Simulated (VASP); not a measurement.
Input of a VASP 6.6.1 run:

Contents of INCAR:

```
PREC = Accurate
ENCUT = 520
EDIFF = 1E-8
ISMEAR = -1
SIGMA = 0.03
LREAL = False
LASPH = True
NELM = 100
ALGO = Normal
ISIF = 2
LWAVE = False
LCHARG = False
GGA = PE
LEFG = True
NBANDS = 15
```

The input KPOINTS:

```
Automatic mesh
0
Gamma
  7 7 7
```

Contents of POSCAR:

```
KCl
1.0
   -0.0946830000      3.1087585000      3.1087585000
    3.1087585000     -0.0946830000      3.1087585000
    3.1087585000      3.1087585000     -0.0946830000
K Cl
1 1
Direct
    0.0000000000      0.0000000000      0.0000000000
    0.5000000000      0.5000000000      0.5000000000
```

Potentials or basis: VASP PAW PBE potentials, release 64 (K_sv, Cl).

Run with:

```sh
$ cat potpaw_PBE.64/K_sv/POTCAR potpaw_PBE.64/Cl/POTCAR > POTCAR
$ mpirun -np 1 vasp_std > vasp.out
```

Predict the pressure.

0.6 GPa.

Estimate the band gap on the k mesh.

5.09 eV.

Stress tensor (GPa, compression positive):
```
0.59 0.17 0.17
0.17 0.59 0.17
0.17 0.17 0.59
```

Caveat: the cell differs from its parent crystal (equal xy, yz and zx shear strains of -3 %); without QUAD_EFG the Cq values of the log hold for a quadrupole moment of 1 mb, not for the nuclei; an odd mesh through Γ misses points on the zone boundary, where band edges can lie.
